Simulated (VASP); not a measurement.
Wanted: the native input for a VASP 6.6.1 run.

```
Task                   : relaxation of cell and atoms
Functional             : PBE
Potentials or basis    : VASP PAW PBE potentials, release 64 (Na_pv)
Cutoff                 : 600 eV
k mesh                 : 14 × 14 × 14
Occupations            : fermi-dirac, width 0.08 eV
Spin                   : no spin polarisation
Target pressure        : 1.4 GPa
Dipole correction      : no
Further INCAR settings : ALGO = Normal; EDIFF = 1e-06; IBRION = 2; EDIFFG = -0.005; NSW = 60; ISIF = 3
```

The structure of Na lies in POSCAR:

```
Na
1.0
   -2.0064382522      2.0064382522      2.0064382522
    2.0064382522     -2.0064382522      2.0064382522
    2.0064382522      2.0064382522     -2.0064382522
Na
1
Direct
    0.0000000000      0.0000000000      0.0000000000
```

These files were run (other wordings do the same):

INCAR

```
SYSTEM = Na
ALGO     = Normal         ! electronic algorithm
EDIFF    = 1E-6           ! SCF threshold, eV
EDIFFG   = -0.005         ! ionic threshold
ENCUT    = 600            ! plane-wave cutoff, eV
GGA      = PE             ! functional
IBRION   = 2              ! ionic algorithm
ISIF     = 3              ! what is computed and relaxed
ISMEAR   = -1             ! smearing method
LASPH    = .TRUE.         ! aspherical terms in the spheres
LCHARG   = .FALSE.        ! write CHGCAR
LREAL    = .FALSE.        ! projectors in reciprocal space
LWAVE    = .FALSE.        ! write WAVECAR
NELM     = 100            ! most SCF steps
NSW      = 60             ! ionic steps
PREC     = Accurate       ! precision mode
PSTRESS  = 14.0         
SIGMA    = 0.08           ! smearing width, eV
```

KPOINTS

```
k-points
0
G
  14 14 14
  0 0 0
```

Potentials or basis: VASP PAW PBE potentials, release 64 (Na_pv).

Command:

```console
$ cat potpaw_PBE.64/Na_pv/POTCAR > POTCAR
$ mpirun -np 1 vasp_std > vasp.out
```

It gave:

- Relaxed volume: 32.23 Å³/atom
- Relaxed cell: a = 3.472 Å, b = 3.472 Å, c = 3.472 Å, α = 109.47°, β = 109.47°, γ = 109.47°
- Space group after relaxing (to 0.05 Å): Im-3m (No. 229)
- Energy change on relaxing (the enthalpy is what falls): +0.7 meV/atom
- Ionic steps: 2
- Pressure after relaxing: 1.4 GPa

Caveat: the cell is relaxed towards a set pressure, so the enthalpy falls and the energy may rise.

It took 10 s on 1 thread of Intel(R) Xeon(R) 6975P-C (Granite Rapids) (shared host), peak memory 0.15 GiB.
